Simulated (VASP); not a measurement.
# Au (Pm-3m) in VASP: a series of runs

Au is run at these levels: PBE; tasks: single point, relaxation of cell and atoms.

Program: VASP 6.6.1. These are calculated values, not measurements. Logs are shortened: lines on timing, memory, paths and dates and some standing lists are left out, and cuts for length are marked.

**1. The cell of the first run**

Symmetry: Pm-3m, No. 221, cubic system. The conventional cell has a = 3.982 Å, b = 3.982 Å, c = 3.982 Å, α = 90.00°, β = 90.00°, γ = 90.00°. Au (site symmetry 4/mmm) has 8 Au at 2.82 Å within 3.7 Å. Within 3.7 Å of Au (site symmetry 4/mmm) lie 8 Au at 2.82 Å.

This isn't the form of Au at room conditions, which is fcc.

**2. Single point, PBE**

INCAR

```
ALGO     = Fast           # electronic algorithm
EDIFF    = 1E-6           # SCF threshold, eV
ENCUT    = 520            # plane-wave cutoff, eV
GGA      = PE             # functional
ISIF     = 2              # what is computed and relaxed
ISMEAR   = 0              # smearing method
LASPH    = T              # aspherical terms in the spheres
LCHARG   = T              # write CHGCAR
LELF     = T              # ELF
LREAL    = F              # projectors in reciprocal space
LVHAR    = T            
LWAVE    = F              # write WAVECAR
NBANDS   = 42             # bands
NELM     = 80             # most SCF steps
PREC     = Accurate       # precision mode
SIGMA    = 0.2            # smearing width, eV
```

KPOINTS

```
k-points
0
Gamma
  6 6 4
```

POSCAR

```
Au
1.0
   -3.9819548000      0.0000000000      0.0000000000
    0.0000000000      0.0000000000     -3.9819548000
    0.0000000000     -7.9639096000      0.0000000000
Au
6
Direct
    0.5000000000      0.0000000000      0.0000000000
    0.5000000000      0.0000000000      0.5000000000
    0.0000000000      0.0000000000      0.7500000000
    0.0000000000      0.0000000000      0.2500000000
    0.0000000000      0.5000000000      0.0000000000
    0.0000000000      0.5000000000      0.5000000000
```

Potentials or basis: VASP PAW PBE potentials, release 64 (Au).

Command:

```bash
cat potpaw_PBE.64/Au/POTCAR > POTCAR
mpirun -np 1 vasp_std > vasp.out
```

OUTCAR:

```text
EDIFF = 1E-6
   ENCUT = 520
   GGA = PE
   ISIF = 2
   ISMEAR = 0
   LASPH = T
   LREAL = F
   NELM = 80
   PREC = Accurate

 ion  position               nearest neighbor table
   1  0.500  0.000  0.000-   3 2.82   4 2.82   5 2.82   5 2.82   3 2.82   4 2.82   5 2.82   5 2.82

   2  0.500  0.000  0.500-   3 2.82   4 2.82   6 2.82   6 2.82   3 2.82   4 2.82   6 2.82   6 2.82

   3  0.000  0.000  0.750-   1 2.82   2 2.82   5 2.82   6 2.82   5 2.82   6 2.82   1 2.82   2 2.82

   4  0.000  0.000  0.250-   1 2.82   2 2.82   5 2.82   6 2.82   5 2.82   6 2.82   1 2.82   2 2.82

   5  0.000  0.500  0.000-   1 2.82   3 2.82   4 2.82   1 2.82   3 2.82   4 2.82   1 2.82   1 2.82

   6  0.000  0.500  0.500-   2 2.82   3 2.82   4 2.82   2 2.82   3 2.82   4 2.82   2 2.82   2 2.82

  LATTYP: Found a simple tetragonal cell.
 ALAT       =     3.9819548000
 C/A-ratio  =     2.0000000000

  Lattice vectors:

 A1 = (  -3.9819548000,   0.0000000000,   0.0000000000)
 A2 = (   0.0000000000,   0.0000000000,  -3.9819548000)
 A3 = (   0.0000000000,  -7.9639096000,   0.0000000000)

Analysis of symmetry for initial positions (statically):
=====================================================================
 Subroutine PRICEL returns following result:

  LATTYP: Found a simple cubic cell.
 ALAT       =     3.9819548000

  Lattice vectors:

 A1 = (  -3.9819548000,   0.0000000000,   0.0000000000)
 A2 = (   0.0000000000,   0.0000000000,  -3.9819548000)
 A3 = (   0.0000000000,  -3.9819548000,   0.0000000000)

   2 primitive cells build up your supercell.

 Routine SETGRP: Setting up the symmetry group for a
 simple tetragonal supercell.

 Subroutine GETGRP returns: Found 16 space group operations
 (whereof 16 operations were pure point group operations)
 out of a pool of 16 trial point group operations.

The static configuration has the point symmetry D_4h.

Analysis of symmetry for dynamics (positions and initial velocities):
=====================================================================
 Subroutine PRICEL returns following result:

  LATTYP: Found a simple cubic cell.
 ALAT       =     3.9819548000

  Lattice vectors:

 A1 = (  -3.9819548000,   0.0000000000,   0.0000000000)
 A2 = (   0.0000000000,   0.0000000000,  -3.9819548000)
 A3 = (   0.0000000000,  -3.9819548000,   0.0000000000)

   2 primitive cells build up your supercell.

 Routine SETGRP: Setting up the symmetry group for a
 simple tetragonal supercell.

 Subroutine GETGRP returns: Found 16 space group operations
 (whereof 16 operations were pure point group operations)
 out of a pool of 16 trial point group operations.

The dynamic configuration has the point symmetry D_4h.

 Subroutine INISYM returns: Found 16 space group operations
 (whereof 16 operations are pure point group operations),
 and found     2 'primitive' translations

----------------------------------------------------------------------------------------

                                     Primitive cell

  volume of cell :      63.1377

  direct lattice vectors                    reciprocal lattice vectors
    -3.981954800  0.000000000  0.000000000    -0.251132936  0.000000000  0.000000000
     0.000000000  0.000000000 -3.981954800     0.000000000  0.000000000 -0.251132936
     0.000000000 -3.981954800  0.000000000     0.000000000 -0.251132936  0.000000000

  length of vectors
     3.981954800  3.981954800  3.981954800     0.251132936  0.251132936  0.251132936

  position of ions in fractional coordinates (direct lattice)
     0.500000000  0.000000000  0.000000000
     0.000000000  0.000000000  0.500000000
     0.000000000  0.500000000  0.000000000

  ion indices of the primitive-cell ions
   primitive index   ion index
                 1           1
                 2           3
                 3           5

----------------------------------------------------------------------------------------

 KPOINTS: k-points

Automatic generation of k-mesh.
 Grid dimensions read from file:
 generate k-points for:    6    6    4

 Generating k-lattice:

  Cartesian coordinates                     Fractional coordinates (reciprocal lattice)
    -0.041855489  0.000000000  0.000000000     0.166666667  0.000000000  0.000000000
     0.000000000  0.000000000 -0.041855489     0.000000000  0.166666667  0.000000000
     0.000000000 -0.031391617  0.000000000     0.000000000  0.000000000  0.250000000

  Length of vectors
     0.041855489  0.041855489  0.031391617

  Shift w.r.t. Gamma in fractional coordinates (k-lattice)
     0.000000000  0.000000000  0.000000000

 Subroutine IBZKPT returns following result:
 ===========================================

 Found     30 irreducible k-points:

 Following reciprocal coordinates:
            Coordinates               Weight
  0.000000  0.000000  0.000000      1.000000
  0.166667  0.000000  0.000000      4.000000
  0.333333  0.000000  0.000000      4.000000
  0.500000  0.000000  0.000000      2.000000
  0.166667  0.166667  0.000000      4.000000
  0.333333  0.166667  0.000000      8.000000
[... 16 lines left out ...]
  0.333333  0.000000  0.500000      4.000000
  0.500000  0.000000  0.500000      2.000000
 [... further k-points ...]
   k-points           NKPTS =     30   k-points in BZ     NKDIM =     30   number of bands    NBANDS=     42
   number of dos      NEDOS =    301   number of ions     NIONS =      6
   total plane-waves  NPLWV =  54000
   dimension x,y,z NGX =    30 NGY =   30 NGZ =   60
   dimension x,y,z NGXF=    60 NGYF=   60 NGZF=  120
   ions per type =               6
   NGX,Y,Z   is equivalent  to a cutoff of  12.52, 12.52, 12.52 a.u.
   NGXF,Y,Z  is equivalent  to a cutoff of  25.05, 25.05, 25.05 a.u.
 SYSTEM =  unknown system
   PREC   = accura    normal or accurate (medium, high low for compatibility)
   ISTART =      0    job   : 0-new  1-cont  2-samecut
   ICHARG =      2    charge: 1-file 2-atom 10-const
   ISPIN  =      1    spin polarized calculation?
   LNONCOLLINEAR =      F non collinear calculations
   LSORBIT =      F    spin-orbit coupling
   LASPH  =      T    aspherical Exc in radial PAW
   ENCUT  =  520.0 eV  38.22 Ry    6.18 a.u.   7.40  7.40 14.81*2*pi/ulx,y,z
   NELM   =     80;   NELMIN=  2; NELMDL= -5     # of ELM steps
   EDIFF  = 0.1E-05   stopping-criterion for ELM
   LREAL  =      F    real-space projection
[... 7 lines left out ...]
   TEBEG  =    0.0;   TEEND  =   0.0 temperature during run
   PSTRESS=    0.0 pullay stress
   NELECT =      66.0000    total number of electrons
   NUPDOWN=      -1.0000    fix difference up-down
   EMIN   =  10.00;   EMAX   =-10.00  energy-range for DOS
   EFERMI =   0.00;   METHOD = LEGACY
   ISMEAR =     0;   SIGMA  =   0.20  broadening in eV -4-tet -1-fermi 0-gaus
   EFERMI_NEDOS =   21; number of points for ismear=-14 and -15
   IALGO  =     68    algorithm
   IMIX   =      4    mixing-type and parameters
     AMIX     =   0.40;   BMIX     =  1.00
     AMIX_MAG =   1.60;   BMIX_MAG =  1.00
  volume/ion in A,a.u.               =      21.05       142.02
  Fermi-wavevector in a.u.,A,eV,Ry     =   1.318712  2.492004 23.660534  1.739000
  Thomas-Fermi vector in A             =   2.448662
   LORBIT       =      0    0 simple, 1 ext, 2 COOP (PROOUT), +10 PAW based schemes
   GGA     = PE    functional components
   LHFCALC =     F    Hartree Fock is set to
   AEXX    =    0.0000 exact exchange contribution
   IVDW    =     0    specifies the selected vdW correction
   LEPSILON=     F    determine dielectric tensor
   LRPA    =     F    only Hartree local field effects (RPA)
 non-spin polarized calculation
 RMM-DIIS sequential band-by-band and
 Gauss-broadening in eV      SIGMA  =   0.20
  energy-cutoff  :      520.00
  volume of cell :      126.28
 maximum number of plane-waves:      3434
 NGX is ok and might be reduce to    30

 number of electron      66.0000017 magnetization

 Free energy of the ion-electron system (eV)
  ---------------------------------------------------
  ext. energy  EPLUGINS =         0.00000000
  ---------------------------------------------------
  free energy    TOTEN  =       -18.87660267 eV

  energy without entropy =      -18.84767368  energy(sigma->0) =      -18.86213817

 E-fermi :   6.2380     XC(G=0): -11.2406

 val. band max:        6.1635598538   @ k =   0.5000   0.1667   0.2500
 cond. band min:       6.2479551977   @ k =   0.3333   0.3333   0.0000
 fundamental gap:      0.0843953439
 Fermi energy:         6.2380354762

 k-point     1 :       0.0000    0.0000    0.0000
  band No.  band energies     occupation
      1      -2.1969      2.00000
      2      -0.5718      2.00000
      3       0.2662      2.00000
      4       0.5574      2.00000
      5       0.5574      2.00000
      6       0.5690      2.00000
[... 34 lines left out ...]
     41      13.0174      0.00000
     42      14.8494      0.00000

 k-point     2 :       0.1667    0.0000    0.0000
  band No.  band energies     occupation
      1      -1.8950      2.00000
      2      -0.3015      2.00000
      3       0.4609      2.00000
      4       0.6122      2.00000
      5       0.7362      2.00000
      6       0.7477      2.00000
[... 34 lines left out ...]
     41      14.6038      0.00000
     42      15.1046      0.00000

 k-point     3 :       0.3333    0.0000    0.0000
  band No.  band energies     occupation
      1      -1.1234      2.00000
      2       0.3733      2.00000
      3       0.7322      2.00000
      4       0.8513      2.00000
      5       1.0044      2.00000
      6       1.2566      2.00000
[... 897 lines left out ...]
      4       0.9731      2.00000
      5       1.2240      2.00000
      6       1.2240      2.00000
[... 34 lines left out ...]
     41      15.1089      0.00000
     42      15.1089      0.00000

 k-point    24 :       0.5000    0.0000    0.5000
  band No.  band energies     occupation
      1       0.0032      2.00000
      2       0.0032      2.00000
      3       1.0828      2.00000
      4       1.0828      2.00000
      5       1.1981      2.00000
      6       1.1981      2.00000
[... 34 lines left out ...]
     41      15.6049      0.00000
     42      15.8509      0.00000

 [... further k-points ...]

------------------------ aborting loop because EDIFF is reached ----------------------------------------

  FORCE on cell =-STRESS in cart. coord.  units (eV):
  Direction    XX          YY          ZZ          XY          YZ          ZX
  --------------------------------------------------------------------------------------
  -------------------------------------------------------------------------------------
  Total       -0.0094434     -0.4147570     -0.0094434      0.0000000      0.0000000      0.0000000
  in kB       -0.1198175     -5.2624185     -0.1198175      0.0000000      0.0000000      0.0000000
  external PRESSURE =      -1.8340178 kB  Pullay stress =       0.0000000 kB

 VOLUME and BASIS-vectors are now :
 -----------------------------------------------------------------------------
  energy-cutoff  :      520.00
  volume of cell :      126.28
      direct lattice vectors                 reciprocal lattice vectors
    -3.981954800  0.000000000  0.000000000    -0.251132936  0.000000000  0.000000000
     0.000000000  0.000000000 -3.981954800     0.000000000  0.000000000 -0.251132936
     0.000000000 -7.963909600  0.000000000     0.000000000 -0.125566468  0.000000000

 POSITION                                       TOTAL-FORCE (eV/Angst)
 -----------------------------------------------------------------------------------
     -1.99098      0.00000      0.00000        -0.000000      0.000000     -0.000000
     -1.99098     -3.98195      0.00000        -0.000000      0.000000     -0.000000
      0.00000     -5.97293      0.00000         0.000000     -0.000000     -0.000000
      0.00000     -1.99098      0.00000         0.000000     -0.000000     -0.000000
      0.00000      0.00000     -1.99098         0.000000      0.000000      0.000000
      0.00000     -3.98195     -1.99098         0.000000      0.000000      0.000000
 -----------------------------------------------------------------------------------
    total drift:                               -0.000000     -0.000000     -0.000000

  FREE ENERGIE OF THE ION-ELECTRON SYSTEM (eV)
  ---------------------------------------------------
  free  energy   TOTEN  =       -18.8766026655 eV

  energy  without entropy=      -18.8476736760  energy(sigma->0) =      -18.86213817
```

It took 93 s on 1 thread of Intel Xeon Platinum 8488C (Sapphire Rapids), shared host; peak memory 0.28 GiB.

Results:

```
Free energy            : -18.8766 eV
Pressure               : -0.2 GPa
Band gap on the k mesh : zero (bands 33 and 34 overlap by 2.54 eV)
```

Levels at points of the mesh, in eV from the Fermi level:
```tsv
k point	band 31	band 32	band 33	band 34	band 35	band 36
(0.00, 0.00, 0.00)	-0.80	-0.79	-0.78	3.17	3.17	3.17
(0.50, 0.00, 0.00)	-1.93	-1.85	-0.80	1.12	1.12	1.49
(0.50, 0.50, 0.00)	-1.11	-0.34	1.13	1.13	1.49	1.62
(0.00, 0.00, 0.50)	-0.79	-0.79	-0.20	-0.20	4.80	4.80
(0.50, 0.00, 0.50)	-1.64	-1.64	-1.27	-1.27	2.75	2.75
(0.50, 0.50, 0.50)	-1.32	-1.32	1.23	1.23	1.23	1.23
```

Caveat: spin-orbit coupling is left out, which moves the levels of the heavy elements.

**3. Relaxation of cell and atoms, PBE**

This run uses another cell than the first one: it holds 3 atoms, not 6.

INCAR

```
SYSTEM = Au
ALGO = Fast ; EDIFF = 1E-6
EDIFFG = -0.01 ; ENCUT = 600
GGA = PE ; IBRION = 2
ISIF = 3 ; ISMEAR = 0
LASPH = .True. ; LCHARG = .False.
LREAL = .False. ; LWAVE = .False.
NELM = 100 ; NSW = 100
PREC = Accurate ; SIGMA = 0.1
```

KPOINTS

```
k-points
0
Gamma
  12 12 12
  0 0 0
```

POSCAR

```
Au
1.0
    3.9819548000      0.0000000000      0.0000000000
    0.0000000000      3.9819548000      0.0000000000
    0.0000000000      0.0000000000      3.9819548000
Au
3
Direct
    0.5000000000      0.0000000000      0.0000000000
    0.0000000000      0.5000000000      0.0000000000
    0.0000000000      0.0000000000      0.5000000000
```

Potentials or basis: VASP PAW PBE potentials, release 64 (Au).

Command:

```bash
cat potpaw_PBE.64/Au/POTCAR > POTCAR
mpirun -np 1 vasp_std > vasp.out
```

Run time: 93 s. Hardware: 1 thread of Intel Xeon Platinum 8488C (Sapphire Rapids), shared host; peak memory 0.26 GiB.

It converged, with:

| Item | Value |
| --- | --- |
| Free energy | -9.4250 eV |
| Relaxed volume | 21.02 Å³/atom |
| Relaxed cell | a = 3.980 Å, b = 3.980 Å, c = 3.980 Å, α = 90.00°, β = 90.00°, γ = 90.00° |
| Space group after relaxing (to 0.1 Å) | Pm-3m (No. 221) |
| Energy gained by relaxing | 0.0 meV/atom |
| Ionic steps | 3 |
| Pressure after relaxing | 0.0 GPa |
| Band gap on the k mesh | zero (an odd number of electrons rules out a gap without spin polarisation) |

Final structure:
```
Au
1.0
     3.98032    0.00000    0.00000
     0.00000    3.98032    0.00000
     0.00000    0.00000    3.98032
Au
3
Direct
  0.50000 0.00000 0.00000
  0.00000 0.50000 0.00000
  0.00000 0.00000 0.50000
```

Levels at points of the mesh, in eV from the Fermi level:
| k point | band 14 | band 15 | band 16 | band 17 | band 18 | band 19 |
| --- | --- | --- | --- | --- | --- | --- |
| (0.00, 0.00, 0.00) | -0.91 | -0.91 | -0.91 | 3.06 | 3.06 | 3.06 |
| (0.50, 0.00, 0.00) | -2.69 | -2.57 | -1.96 | -0.90 | 6.62 | 6.62 |
| (0.50, 0.50, 0.00) | -2.66 | -2.27 | -2.05 | 1.01 | 1.01 | 1.38 |
| (0.50, 0.50, 0.50) | -1.22 | -1.22 | -0.45 | 1.51 | 1.51 | 1.51 |

Caveat: spin-orbit coupling is left out, which moves the levels of the heavy elements.
